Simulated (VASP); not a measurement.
A run of VASP 6.6.1 is set up as follows.

File INCAR:

```
ALGO = Normal
EDIFF = 1E-7
ENCUT = 520
GGA = PE
ISIF = 2
ISMEAR = 0
LASPH = True
LCHARG = False
LREAL = False
LWAVE = False
NBANDS = 36
NELM = 60
PREC = Accurate
SIGMA = 0.1
```

Contents of KPOINTS:

```
k-points
0
Gamma
  4 4 4
```

File POSCAR:

```
In4P
1.0
   -3.2664159788      3.2664159788      3.2664159788
    3.2664159788     -3.2664159788      3.2664159788
    3.2664159788      3.2664159788     -3.2664159788
In P
4 1
Direct
    0.0000000000      0.0000000000      0.5000000000
    0.5000000000      0.0000000000      0.0000000000
    0.0000000000      0.5000000000      0.0000000000
    0.5000000000      0.5000000000      0.5000000000
    0.0000000000      0.0000000000      0.0000000000
```

Potentials or basis: VASP PAW PBE potentials, release 64 (In_d, P).

Launch:

```sh
$ cat potpaw_PBE.64/In_d/POTCAR potpaw_PBE.64/P/POTCAR > POTCAR
$ mpirun -np 1 vasp_std > vasp.out
```

(1) Estimate the pressure.

Results:

(1) -0.3 GPa.
